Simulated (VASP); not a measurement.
# V (Im-3m) in VASP: notebook

Runs on V. Level: PBEsol. Tasks: single point.

All numbers are computed with VASP 6.6.1; they aren't measurements. Logs are shortened: lines on timing, memory, paths and dates and some standing lists are left out, and cuts for length are marked.

## Step 1: The cell of the first run

It takes space group Im-3m (No. 229, cubic). The conventional cell has a = 3.026 Å, b = 3.026 Å, c = 3.026 Å, α = 90.00°, β = 90.00°, γ = 90.00°. Within 3.5 Å of V (site symmetry m-3m) lie 14 V at 2.62 to 3.03 Å.

## Step 2: Single point, PBEsol, collinear spin, ferromagnetic start

Input file INCAR:

```
PREC = Accurate ; ENCUT = 520
EDIFF = 1E-7 ; ISMEAR = -1
SIGMA = 0.03 ; LREAL = F
LASPH = T ; NELM = 150
ALGO = Normal ; ISIF = 2
LWAVE = F ; LCHARG = F
ISPIN = 2 ; MAGMOM = 1.5
LORBIT = 11 ; LMAXMIX = 4
GGA = PS ; NBANDS = 16
```

Input file KPOINTS:

```
Automatic mesh
0
Gamma
  19 19 19
```

Input file POSCAR:

```
V
1.0
   -1.5130000000      1.5130000000      1.5130000000
    1.5130000000     -1.5130000000      1.5130000000
    1.5130000000      1.5130000000     -1.5130000000
V
1
Direct
    0.0000000000      0.0000000000      0.0000000000
```

Potentials or basis: VASP PAW PBE potentials, release 64 (V_sv).

Command:

```console
cat potpaw_PBE.64/V_sv/POTCAR > POTCAR
mpirun -np 1 vasp_std > vasp.out
```

OUTCAR:

```text
PREC = Accurate
   ENCUT = 520
   EDIFF = 1E-7
   ISMEAR = -1
   LREAL = F
   LASPH = T
   NELM = 150
   ISIF = 2
   ISPIN = 2
   LORBIT = 11
   GGA = PS

 ion  position               nearest neighbor table
   1  0.000  0.000  0.000-

  LATTYP: Found a body centered cubic cell.
 ALAT       =     3.0260000000

  Lattice vectors:

 A1 = (  -1.5130000000,   1.5130000000,   1.5130000000)
 A2 = (   1.5130000000,  -1.5130000000,   1.5130000000)
 A3 = (   1.5130000000,   1.5130000000,  -1.5130000000)

Analysis of symmetry for initial positions (statically):
=====================================================================
 Subroutine PRICEL returns:
 Original cell was already a primitive cell.

 Routine SETGRP: Setting up the symmetry group for a
 body centered cubic supercell.

 Subroutine GETGRP returns: Found 48 space group operations
 (whereof 48 operations were pure point group operations)
 out of a pool of 48 trial point group operations.

The static configuration has the point symmetry O_h .

Analysis of symmetry for dynamics (positions and initial velocities):
=====================================================================
 Subroutine PRICEL returns:
 Original cell was already a primitive cell.

 Routine SETGRP: Setting up the symmetry group for a
 body centered cubic supercell.

 Subroutine GETGRP returns: Found 48 space group operations
 (whereof 48 operations were pure point group operations)
 out of a pool of 48 trial point group operations.

The dynamic configuration has the point symmetry O_h .

Analysis of structural, dynamic, and magnetic symmetry:
=====================================================================
 Subroutine PRICEL returns:
 Original cell was already a primitive cell.

 Routine SETGRP: Setting up the symmetry group for a
 body centered cubic supercell.

 Subroutine GETGRP returns: Found 48 space group operations
 (whereof 48 operations were pure point group operations)
 out of a pool of 48 trial point group operations.

The overall configuration has the point symmetry O_h .

 Subroutine INISYM returns: Found 48 space group operations
 (whereof 48 operations are pure point group operations),
 and found     1 'primitive' translations

----------------------------------------------------------------------------------------

                                     Primitive cell

  volume of cell :      13.8541

  direct lattice vectors                    reciprocal lattice vectors
    -1.513000000  1.513000000  1.513000000     0.000000000  0.330469266  0.330469266
     1.513000000 -1.513000000  1.513000000     0.330469266  0.000000000  0.330469266
     1.513000000  1.513000000 -1.513000000     0.330469266  0.330469266  0.000000000

  length of vectors
     2.620592872  2.620592872  2.620592872     0.467354118  0.467354118  0.467354118

  position of ions in fractional coordinates (direct lattice)
     0.000000000  0.000000000  0.000000000

  ion indices of the primitive-cell ions
   primitive index   ion index
                 1           1

----------------------------------------------------------------------------------------

 KPOINTS: Automatic mesh

Automatic generation of k-mesh.
 Grid dimensions read from file:
 generate k-points for:   19   19   19

 Generating k-lattice:

  Cartesian coordinates                     Fractional coordinates (reciprocal lattice)
     0.000000000  0.017393119  0.017393119     0.052631579  0.000000000  0.000000000
     0.017393119  0.000000000  0.017393119     0.000000000  0.052631579  0.000000000
     0.017393119  0.017393119  0.000000000     0.000000000  0.000000000  0.052631579

  Length of vectors
     0.024597585  0.024597585  0.024597585

  Shift w.r.t. Gamma in fractional coordinates (k-lattice)
     0.000000000  0.000000000  0.000000000

 Subroutine IBZKPT returns following result:
 ===========================================

 Found    220 irreducible k-points:

 Following reciprocal coordinates:
            Coordinates               Weight
  0.000000  0.000000  0.000000      1.000000
  0.052632  0.000000  0.000000     12.000000
  0.105263  0.000000  0.000000     12.000000
  0.157895  0.000000  0.000000     12.000000
  0.210526  0.000000  0.000000     12.000000
  0.263158  0.000000  0.000000     12.000000
[... 16 lines left out ...]
  0.263158  0.105263  0.000000     48.000000
  0.315789  0.105263  0.000000     48.000000
 [... further k-points ...]
   k-points           NKPTS =    220   k-points in BZ     NKDIM =    220   number of bands    NBANDS=     16
   number of dos      NEDOS =    301   number of ions     NIONS =      1
   total plane-waves  NPLWV =   8000
   dimension x,y,z NGX =    20 NGY =   20 NGZ =   20
   dimension x,y,z NGXF=    40 NGYF=   40 NGZF=   40
   ions per type =               1
   NGX,Y,Z   is equivalent  to a cutoff of  12.69, 12.69, 12.69 a.u.
   NGXF,Y,Z  is equivalent  to a cutoff of  25.38, 25.38, 25.38 a.u.
 SYSTEM =  unknown system
   PREC   = accura    normal or accurate (medium, high low for compatibility)
   ISTART =      0    job   : 0-new  1-cont  2-samecut
   ICHARG =      2    charge: 1-file 2-atom 10-const
   ISPIN  =      2    spin polarized calculation?
   LNONCOLLINEAR =      F non collinear calculations
   LSORBIT =      F    spin-orbit coupling
   LASPH  =      T    aspherical Exc in radial PAW
   ENCUT  =  520.0 eV  38.22 Ry    6.18 a.u.   4.87  4.87  4.87*2*pi/ulx,y,z
   NELM   =    150;   NELMIN=  2; NELMDL= -5     # of ELM steps
   EDIFF  = 0.1E-06   stopping-criterion for ELM
   LREAL  =      F    real-space projection
   EDIFFG = 0.1E-05   stopping-criterion for IOM
   NSW    =      0    number of steps for IOM
   IBRION =     -1    ionic relax: 0-MD 1-quasi-New 2-CG
   NFREE  =      0    steps in history (QN), initial steepest desc. (CG)
   ISIF   =      2    stress and relaxation
   ISYM   =      2    0-nonsym 1-usesym 2-fastsym
   POTIM  = 0.5000    time-step for ionic-motion
   TEBEG  =    0.0;   TEEND  =   0.0 temperature during run
   PSTRESS=    0.0 pullay stress
   NELECT =      13.0000    total number of electrons
   NUPDOWN=      -1.0000    fix difference up-down
   EMIN   =  10.00;   EMAX   =-10.00  energy-range for DOS
   EFERMI =   0.00;   METHOD = LEGACY
   ISMEAR =    -1;   SIGMA  =   0.03  broadening in eV -4-tet -1-fermi 0-gaus
   EFERMI_NEDOS =   21; number of points for ismear=-14 and -15
   IALGO  =     38    algorithm
   IMIX   =      4    mixing-type and parameters
     AMIX     =   0.40;   BMIX     =  1.00
     AMIX_MAG =   1.60;   BMIX_MAG =  1.00
  volume/ion in A,a.u.               =      13.85        93.49
  Fermi-wavevector in a.u.,A,eV,Ry     =   1.602742  3.028744 34.950411  2.568783
  Thomas-Fermi vector in A             =   2.699515
   LORBIT       =     11    0 simple, 1 ext, 2 COOP (PROOUT), +10 PAW based schemes
   GGA     = PS    functional components
   LHFCALC =     F    Hartree Fock is set to
   AEXX    =    0.0000 exact exchange contribution
   IVDW    =     0    specifies the selected vdW correction
   LEPSILON=     F    determine dielectric tensor
   LRPA    =     F    only Hartree local field effects (RPA)
 spin polarized calculation
  energy-cutoff  :      520.00
  volume of cell :       13.85
 maximum number of plane-waves:       383
   NGX =  9   NGY =  9   NGZ =  9

 number of electron      12.9999996 magnetization       0.0000241

 Free energy of the ion-electron system (eV)
  ---------------------------------------------------
  ext. energy  EPLUGINS =         0.00000000
  ---------------------------------------------------
  free energy    TOTEN  =        -9.60365942 eV

  energy without entropy =       -9.59824949  energy(sigma->0) =       -9.60095446

 E-fermi :   9.2105     XC(G=0): -12.9040

 val. band max:        9.2072500872   @ k =  -0.2632   0.3684   0.1053
 cond. band min:       9.2171335486   @ k =   0.1053   0.1053   0.0000
 fundamental gap:      0.0098834613
 Fermi energy:         9.2104794577

 spin component 1

 k-point     1 :       0.0000    0.0000    0.0000
  band No.  band energies     occupation
      1     -54.2930      1.00000
      2     -27.7379      1.00000
      3     -27.7379      1.00000
      4     -27.7379      1.00000
      5       2.6818      1.00000
      6       9.6230      0.00000
[... 8 lines left out ...]
     15      36.3087      0.00000
     16      40.2903      0.00000

 k-point     2 :       0.0526    0.0000    0.0000
  band No.  band energies     occupation
      1     -54.2882      1.00000
      2     -27.7614      1.00000
      3     -27.7451      1.00000
      4     -27.7380      1.00000
      5       2.7914      1.00000
      6       9.5768      0.00000
[... 8 lines left out ...]
     15      36.5099      0.00000
     16      38.8962      0.00000
[... 387 lines left out ...]
      5       5.8452      1.00000
      6       8.5330      1.00000
[... 8 lines left out ...]
     15      36.2260      0.00000
     16      37.2061      0.00000

 k-point    24 :       0.3158    0.1053    0.0000
  band No.  band energies     occupation
      1     -54.1361      1.00000
      2     -28.4298      1.00000
      3     -27.9774      1.00000
      4     -27.7742      1.00000
      5       6.2230      1.00000
      6       8.3606      1.00000
[... 8 lines left out ...]
     15      36.4025      0.00000
     16      37.4751      0.00000

 [... further k-points ...]

 spin component 2

 k-point     1 :       0.0000    0.0000    0.0000
  band No.  band energies     occupation
      1     -54.2930      1.00000
      2     -27.7378      1.00000
      3     -27.7378      1.00000
      4     -27.7378      1.00000
      5       2.6818      1.00000
      6       9.6230      0.00000
[... 8 lines left out ...]
     15      36.3087      0.00000
     16      40.2903      0.00000

 k-point     2 :       0.0526    0.0000    0.0000
  band No.  band energies     occupation
      1     -54.2882      1.00000
      2     -27.7614      1.00000
      3     -27.7451      1.00000
      4     -27.7380      1.00000
      5       2.7914      1.00000
      6       9.5768      0.00000
[... 8 lines left out ...]
     15      36.5099      0.00000
     16      38.8963      0.00000
[... 387 lines left out ...]
      5       5.8453      1.00000
      6       8.5330      1.00000
[... 8 lines left out ...]
     15      36.2260      0.00000
     16      37.2061      0.00000

 k-point    24 :       0.3158    0.1053    0.0000
  band No.  band energies     occupation
      1     -54.1361      1.00000
      2     -28.4298      1.00000
      3     -27.9774      1.00000
      4     -27.7742      1.00000
      5       6.2230      1.00000
      6       8.3607      1.00000
[... 8 lines left out ...]
     15      36.4026      0.00000
     16      37.4751      0.00000

 [... further k-points ...]

------------------------ aborting loop because EDIFF is reached ----------------------------------------

  FORCE on cell =-STRESS in cart. coord.  units (eV):
  Direction    XX          YY          ZZ          XY          YZ          ZX
  --------------------------------------------------------------------------------------
  -------------------------------------------------------------------------------------
  Total       -1.0057740     -1.0057740     -1.0057740      0.0000000      0.0000000      0.0000000
  in kB     -116.3145968   -116.3145968   -116.3145968      0.0000000      0.0000000      0.0000000
  external PRESSURE =    -116.3145968 kB  Pullay stress =       0.0000000 kB

 VOLUME and BASIS-vectors are now :
 -----------------------------------------------------------------------------
  energy-cutoff  :      520.00
  volume of cell :       13.85
      direct lattice vectors                 reciprocal lattice vectors
    -1.513000000  1.513000000  1.513000000     0.000000000  0.330469266  0.330469266
     1.513000000 -1.513000000  1.513000000     0.330469266  0.000000000  0.330469266
     1.513000000  1.513000000 -1.513000000     0.330469266  0.330469266  0.000000000

 POSITION                                       TOTAL-FORCE (eV/Angst)
 -----------------------------------------------------------------------------------
      0.00000      0.00000      0.00000         0.000000     -0.000000     -0.000000
 -----------------------------------------------------------------------------------
    total drift:                                0.000000     -0.000000      0.000000

  FREE ENERGIE OF THE ION-ELECTRON SYSTEM (eV)
  ---------------------------------------------------
  free  energy   TOTEN  =        -9.6036594211 eV

  energy  without entropy=       -9.5982494922  energy(sigma->0) =       -9.60095446

 total charge

# of ion       s       p       d       tot
------------------------------------------
    1        2.335   6.214   3.060  11.610

 magnetization (x)

# of ion       s       p       d       tot
------------------------------------------
    1        0.000   0.000   0.000   0.000
```

Run time: 2 min. Hardware: 1 thread of Intel Xeon 8259CL, shared host; peak memory 0.19 GiB.

Results:

```
Free energy                                           : -9.6037 eV
Pressure                                              : -11.6 GPa
Net moment                                            : 0.00 μB per cell
Valence electrons inside the program's atomic spheres : V 11.61
```

Levels at points of the mesh, in eV from the Fermi level:
Spin up:
| k point | band 4 | band 5 | band 6 | band 7 | band 8 | band 9 | band 10 | band 11 |
| --- | --- | --- | --- | --- | --- | --- | --- | --- |
| (0.00, 0.00, 0.00) | -36.95 | -6.53 | 0.41 | 0.41 | 0.41 | 2.35 | 2.35 | 20.27 |
Spin down:
| k point | band 3 | band 4 | band 5 | band 6 | band 7 | band 8 | band 9 | band 10 | band 11 | band 12 |
| --- | --- | --- | --- | --- | --- | --- | --- | --- | --- | --- |
| (0.00, 0.00, 0.00) | -36.95 | -36.95 | -6.53 | 0.41 | 0.41 | 0.41 | 2.35 | 2.35 | 20.27 | 20.27 |

Caveat: the cell stands under tension; the moments typed at the start vanished in this run; the PAW data sets were made with another functional, which shifts forces and pressure a little.

[end of part 1 of 2]
